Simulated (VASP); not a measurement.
Li:

```
Li
1.0
     0.00000    2.21000    2.21000
     2.21000    0.00000    2.21000
     2.21000    2.21000    0.00000
Li
1
Direct
  0.00000 0.00000 0.00000
```

This isn't the form of Li at room conditions, which is bcc.

```yaml
Program: VASP 6.6.1
Task: relaxation of cell and atoms
Functional: LDA
Potentials_or_basis: VASP PAW LDA potentials, release 64 (Li_sv)
Cutoff: 750 eV
k_mesh: 18 × 18 × 18
Occupations: fermi-dirac, width 0.05 eV
Spin: no spin polarisation
```

At the start: pressure -1.7 GPa; volume 21.59 Å³/atom.

Problem. How do energy, volume and symmetry change on relaxing?

Solution. Over 4 steps the energy falls by 16.2 meV/atom and the volume is 18.79 Å³/atom (-13.0 %); space group Fm-3m (No. 225, to 0.1 Å) before and after.

The path:
```
step  energy change (eV)  largest force (eV/Å)  pressure (GPa)  volume (Å³)
   1              0.0000                0.0000           -1.71        21.59
   2             -0.0069                0.0000           -1.36        20.88
   3             -0.0153                0.0000           -0.47        19.45
   4             -0.0162                0.0000            0.04        18.79
```

Final structure:
```
Li
1.0
     0.00000    2.11002    2.11002
     2.11002    0.00000    2.11002
     2.11002    2.11002    0.00000
Li
1
Direct
  0.00000 0.00000 0.00000
```
